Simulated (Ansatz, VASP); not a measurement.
Ga in VASP and in Ansatz

INCAR

```
  AGGAC = 1.0
  AGGAX = 1.0
  ALDAC = 0.0
  ALDAX = 1.0
  ALGO = Normal
  EDIFF = 1E-7
  ENCUT = 520
  GGA = B5
  ISIF = 2
  ISMEAR = -1
  LASPH = True
  LCHARG = False
  LREAL = False
  LWAVE = False
  NBANDS = 12
  NELM = 60
  PREC = Accurate
  SIGMA = 0.1
```

File KPOINTS:

```
k-points
0
Gamma
  20 20 20
```

The input POSCAR:

```
Ga
1.0
    0.0000000000      2.2683079510      2.2683079510
    2.2683079510      0.0000000000      2.2683079510
    2.2683079510      2.2683079510      0.0000000000
Ga
1
Direct
    0.0000000000      0.0000000000      0.0000000000
```

Input for Ansatz:

```yaml
crystal:
  lattice:
    - [0.0, 2.268307951, 2.268307951]
    - [2.268307951, 0.0, 2.268307951]
    - [2.268307951, 2.268307951, 0.0]
  atoms:
    - { symbol: Ga, position: [0.0, 0.0, 0.0] }
hamiltonian:
  xc: blyp
  pseudopotentials:
    kind: paw
    azcp:
      Ga: "pseudopotentials/Ga.paw.azcp"
basis:
  ecutwfc: 420
  fft_grid_basis: typed
kpoints:
  mp_grid: { grid: [20, 20, 20], shift: [0, 0, 0] }
magnetization:
  spin_polarized: false
scf:
  occupations: { method: fermi_dirac, width: 0.1 }
output:
  stress: true
```

Alike in both runs: task single point; functional BLYP; k mesh 20 × 20 × 20; occupations fermi-dirac, width 0.1 eV; no spin polarisation.

|  | VASP | Ansatz |
| --- | --- | --- |
| version | VASP 6.6.1 | Ansatz 0.2.0 |
| potentials or method | VASP PAW PBE potentials, release 64 (Ga_d), cutoff 520 eV | plane waves (420 eV) with PAW, scalar-relativistic |
| valence electrons in the cell | 13 | 13 |

|  | VASP | Ansatz | Ansatz less VASP |
| --- | --- | --- | --- |
| pressure (GPa) | -2.0 | -1.9 | +0.03 |

VASP's potentials were made for PBE, not for BLYP. With one functional, cell and mesh, what is left measures potentials, basis and numerics.
